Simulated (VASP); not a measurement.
# CaS (Fm-3m) in VASP: G0W0 quasiparticle levels with PBE

Aim: the G0W0 quasiparticle levels of CaS with PBE.

Program: VASP 6.6.1. These are calculated values, not measurements. Logs are shortened: lines on timing, memory, paths and dates and some standing lists are left out, and cuts for length are marked.

**1. The cell of the first run**

The structure is cubic, space group Fm-3m (No. 225). Conventional cell: a = 5.924 Å, b = 5.924 Å, c = 5.924 Å, α = 90.00°, β = 90.00°, γ = 90.00°. Within 3.9 Å of Ca (site symmetry m-3m) lie 6 S at 2.96 Å. S (site symmetry m-3m) has 6 Ca at 2.96 Å within 3.9 Å.

**2. G0W0 quasiparticle levels, PBE**

The input, POSCAR:

```
CaS
1.0
    0.0000000000      2.9618629077      2.9618629077
    2.9618629077      0.0000000000      2.9618629077
    2.9618629077      2.9618629077      0.0000000000
Ca S
1 1
Direct
    0.0000000000      0.0000000000      0.0000000000
    0.5000000000      0.5000000000      0.5000000000
```

The input, INCAR.step1:

```
  PREC = Accurate
  ENCUT = 500
  EDIFF = 1E-8
  ISMEAR = 0
  SIGMA = 0.01
  LREAL = F
  LASPH = T
  NELM = 60
  ALGO = Normal
  LWAVE = T
  LCHARG = F
  GGA = PE
```

The input, INCAR.step2:

```
  PREC = Accurate
  ENCUT = 500
  EDIFF = 1E-8
  ISMEAR = 0
  SIGMA = 0.01
  LREAL = F
  LASPH = T
  NELM = 1
  ALGO = Exact
  LWAVE = T
  LCHARG = F
  GGA = PE
  NBANDS = 224
  LOPTICS = T
  ISTART = 1
```

The input, INCAR.step3:

```
  PREC = Accurate
  ENCUT = 500
  EDIFF = 1E-8
  ISMEAR = 0
  SIGMA = 0.01
  LREAL = F
  LASPH = T
  ALGO = EVGW0
  LWAVE = F
  LCHARG = F
  GGA = PE
  NELMGW = 1
  NBANDS = 224
  ENCUTGW = 150.0
  NOMEGA = 96
  PRECFOCK = Fast
  ISTART = 1
  NBANDSGW = 16
  OMEGAMAX = 20
```

The input, KPOINTS:

```
Automatic mesh
0
Gamma
  4 4 4
```

Potentials or basis: VASP PAW PBE potentials, release 64 (Ca_sv_GW, S_GW).

Launch:

```
$ cat potpaw_PBE.64/Ca_sv_GW/POTCAR potpaw_PBE.64/S_GW/POTCAR > POTCAR
$ cp INCAR.step1 INCAR
$ mpirun -np 1 vasp_std > vasp.out
$ cp INCAR.step2 INCAR
$ mpirun -np 1 vasp_std > vasp.out
$ cp INCAR.step3 INCAR
$ mpirun -np 1 vasp_std > vasp.out
```

OUTCAR:

```text
PREC = Accurate
   ENCUT = 500
   EDIFF = 1E-8
   ISMEAR = 0
   LREAL = F
   LASPH = T
   GGA = PE
   NELMGW = 1
   ENCUTGW = 150.0
   PRECFOCK = Fast
   ISTART = 1

 ion  position               nearest neighbor table
   1  0.000  0.000  0.000-   2 2.96   2 2.96   2 2.96   2 2.96   2 2.96   2 2.96
   2  0.500  0.500  0.500-   1 2.96   1 2.96   1 2.96   1 2.96   1 2.96   1 2.96

  LATTYP: Found a face centered cubic cell.
 ALAT       =     5.9237258154

  Lattice vectors:

 A1 = (   0.0000000000,   2.9618629077,   2.9618629077)
 A2 = (   2.9618629077,   0.0000000000,   2.9618629077)
 A3 = (   2.9618629077,   2.9618629077,   0.0000000000)

Analysis of symmetry for initial positions (statically):
=====================================================================
 Subroutine PRICEL returns:
 Original cell was already a primitive cell.

 Routine SETGRP: Setting up the symmetry group for a
 face centered cubic supercell.

 Subroutine GETGRP returns: Found 48 space group operations
 (whereof 48 operations were pure point group operations)
 out of a pool of 48 trial point group operations.

The static configuration has the point symmetry O_h .

Analysis of symmetry for dynamics (positions and initial velocities):
=====================================================================
 Subroutine PRICEL returns:
 Original cell was already a primitive cell.

 Routine SETGRP: Setting up the symmetry group for a
 face centered cubic supercell.

 Subroutine GETGRP returns: Found 48 space group operations
 (whereof 48 operations were pure point group operations)
 out of a pool of 48 trial point group operations.

The dynamic configuration has the point symmetry O_h .

 Subroutine INISYM returns: Found 48 space group operations
 (whereof 48 operations are pure point group operations),
 and found     1 'primitive' translations

----------------------------------------------------------------------------------------

                                     Primitive cell
[... 49 lines left out ...]
  0.250000  0.000000  0.000000      8.000000
  0.500000  0.000000  0.000000      4.000000
  0.250000  0.250000  0.000000      6.000000
  0.500000  0.250000  0.000000     24.000000
 -0.250000  0.250000  0.000000     12.000000
  0.500000  0.500000  0.000000      3.000000
 -0.250000  0.500000  0.250000      6.000000
   k-points           NKPTS =      8   k-points in BZ     NKDIM =     64   number of bands    NBANDS=    224
   number of dos      NEDOS =    301   number of ions     NIONS =      2
   total plane-waves  NPLWV =  32768
   dimension x,y,z NGX =    32 NGY =   32 NGZ =   32
   dimension x,y,z NGXF=    64 NGYF=   64 NGZF=   64
   ions per type =               1   1
   NGX,Y,Z   is equivalent  to a cutoff of  12.70, 12.70, 12.70 a.u.
   NGXF,Y,Z  is equivalent  to a cutoff of  25.40, 25.40, 25.40 a.u.
 SYSTEM =  unknown system
   PREC   = accura    normal or accurate (medium, high low for compatibility)
   ISTART =      1    job   : 0-new  1-cont  2-samecut
   ICHARG =      0    charge: 1-file 2-atom 10-const
   ISPIN  =      1    spin polarized calculation?
   LNONCOLLINEAR =      F non collinear calculations
   LSORBIT =      F    spin-orbit coupling
   LASPH  =      T    aspherical Exc in radial PAW
   ENCUT  =  500.0 eV  36.75 Ry    6.06 a.u.   7.64  7.64  7.64*2*pi/ulx,y,z
   NELM   =     60;   NELMIN=  2; NELMDL=  0     # of ELM steps
   EDIFF  = 0.1E-07   stopping-criterion for ELM
   LREAL  =      F    real-space projection
   EDIFFG = 0.1E-06   stopping-criterion for IOM
   NSW    =      0    number of steps for IOM
   IBRION =     -1    ionic relax: 0-MD 1-quasi-New 2-CG
   NFREE  =      0    steps in history (QN), initial steepest desc. (CG)
   ISIF   =      0    stress and relaxation
   ISYM   =      3    0-nonsym 1-usesym 2-fastsym
   POTIM  = 0.5000    time-step for ionic-motion
   TEBEG  =    0.0;   TEEND  =   0.0 temperature during run
   PSTRESS=    0.0 pullay stress
   NELECT =      16.0000    total number of electrons
   NUPDOWN=      -1.0000    fix difference up-down
   EMIN   =  10.00;   EMAX   =-10.00  energy-range for DOS
   EFERMI =   0.00;   METHOD = LEGACY
   ISMEAR =     0;   SIGMA  =   0.01  broadening in eV -4-tet -1-fermi 0-gaus
   EFERMI_NEDOS =   21; number of points for ismear=-14 and -15
   IALGO  =     38    algorithm
   IMIX   =      4    mixing-type and parameters
     AMIX     =   0.40;   BMIX     =  1.00
     AMIX_MAG =   1.60;   BMIX_MAG =  1.00
  volume/ion in A,a.u.               =      25.98       175.34
  Fermi-wavevector in a.u.,A,eV,Ry     =   1.105452  2.089001 16.626646  1.222024
  Thomas-Fermi vector in A             =   2.241939
   LORBIT       =      0    0 simple, 1 ext, 2 COOP (PROOUT), +10 PAW based schemes
   GGA     = PE    functional components
   LHFCALC =     T    Hartree Fock is set to
   PRECFOCK=fast      Normal, Fast or Accurate (Low or Medium for compatibility)
   ENCUT4O =  -1.0   cutoff for four orbital integrals eV
   NKREDX  =     1    reduce k-point grid by
   NKREDY  =     1    reduce k-point grid by
   NKREDZ  =     1    reduce k-point grid by
   AEXX    =    1.0000 exact exchange contribution
   HFSCREEN=    0.0000 screening length (either q_TF or 0.3 A-1)
   HFSCREENC=   0.0000 screening length for correlation (either q_TF or 0.3 A-1)
   ENCUTFOCK=  -1.0 apply spherical cutoff to Coloumb kernel
   IVDW    =     0    specifies the selected vdW correction
   LEPSILON=     F    determine dielectric tensor
   LRPA    =     F    only Hartree local field effects (RPA)
   LRPAFORCE           =     F    calculate RPA forces
   ENCUTGW             = 150.0    cutoff for response function in eV
   ENCUTGWSOFT         = 120.0    soft cutoff for Coulomb kernel in GW response function in eV
   ENCUTLF             =  -1.0    cutoff for local field effects
   NELMGW              =     1    number of iterations in solving QP/BSE equation
   NELMHF              =     1    number of iterations in the inner HF iteration
   NKREDLFX            =     1    NKREDLFY  =   1   NKREDLFZ  =   1
 non-spin polarized calculation
 Gauss-broadening in eV      SIGMA  =   0.01
  energy-cutoff  :      500.00
  volume of cell :       51.97
 maximum number of plane-waves:      1363
 NGX is ok and might be reduce to    32
  NGX = 18; NGY = 18; NGZ = 18
   NGX = 15   NGY = 15   NGZ = 15
 maximum number of plane-waves:       228
 NGX is ok and might be reduce to    18

 QP shifts <psi_nk| G(iteration)W_0 |psi_nk>: iteration 1
 for sc-GW calculations column KS-energies equals QP-energies in previous step
 and V_xc(KS)=  KS-energies - (<T + V_ion + V_H > + <T+V_H+V_ion>^1  + <V_x>^1)

 k-point   1 :       0.0000    0.0000    0.0000
  band No.  KS-energies  QP-energies   sigma(KS)   V_xc(KS)     V^pw_x(r,r')   Z            occupation Imag(sigma)

      1     -36.4754     -37.7579     -22.8876     -20.7273     -34.4404       0.5936       2.0000       0.5287
      2     -17.4375     -19.4225     -22.7768     -19.9619     -27.8763       0.7052       2.0000       0.1484
      3     -17.4375     -19.4225     -22.7768     -19.9619     -27.8763       0.7052       2.0000       0.1484
      4     -17.4375     -19.4225     -22.7768     -19.9619     -27.8763       0.7052       2.0000       0.1484
      5      -7.7852      -8.5060     -14.2528     -13.0685     -20.9155       0.6086       2.0000       1.0066
      6       3.1776       2.1546     -14.2669     -12.9127     -15.9134       0.7554       2.0000       0.0472
[... 135 lines left out ...]
      2     -17.4880     -19.4636     -22.6975     -19.8641     -27.8123       0.6973       2.0000       0.1608
      3     -17.4880     -19.4636     -22.6975     -19.8641     -27.8123       0.6973       2.0000       0.1608
      4     -17.4711     -19.4204     -22.6904     -19.8944     -27.8274       0.6972       2.0000       0.1716
      5      -7.2135      -7.9711     -14.8548     -13.6719     -21.2384       0.6404       2.0000       0.8963
      6       1.6076       0.4617     -13.0894     -11.5373     -15.1472       0.7383       2.0000       0.0625
[... 8 lines left out ...]
     15      12.4428      12.8468      -8.9720      -9.5140      -4.2049       0.7453       0.0000      -0.1708
     16      12.6620      13.7284     -10.7557     -12.2478      -5.4147       0.7147       0.0000      -0.2454
```

OUTCAR.step1:

```text
PREC = Accurate
   ENCUT = 500
   EDIFF = 1E-8
   ISMEAR = 0
   LREAL = F
   LASPH = T
[... 321 lines left out ...]
 -----------------------------------------------------------------------------------
      0.00000      0.00000      0.00000         0.000000      0.000000      0.000000
      2.96186      2.96186      2.96186         0.000000      0.000000      0.000000
 -----------------------------------------------------------------------------------
    total drift:                                0.000000     -0.000000     -0.000000

  FREE ENERGIE OF THE ION-ELECTRON SYSTEM (eV)
  ---------------------------------------------------
  free  energy   TOTEN  =       -15.2066334889 eV

  energy  without entropy=      -15.2066334889  energy(sigma->0) =      -15.20663349
```

Wall time 4.6 min (1 thread of Intel Xeon Platinum 8488C (Sapphire Rapids), shared host); peak memory 0.64 GiB.

What came out:

| Quantity | Value |
| --- | --- |
| Quasiparticle gap | 4.46 eV |
| Least direct quasiparticle gap | 4.77 eV |
| Band gap of the starting levels on the mesh | 2.57 eV |
| Least direct gap of the starting levels on the mesh | 3.30 eV |

Caveat: the k points lie up to 0.46 Å⁻¹ apart; bands, screening cutoff and mesh are small and nothing is extrapolated, so the quasiparticle values aren't converged.
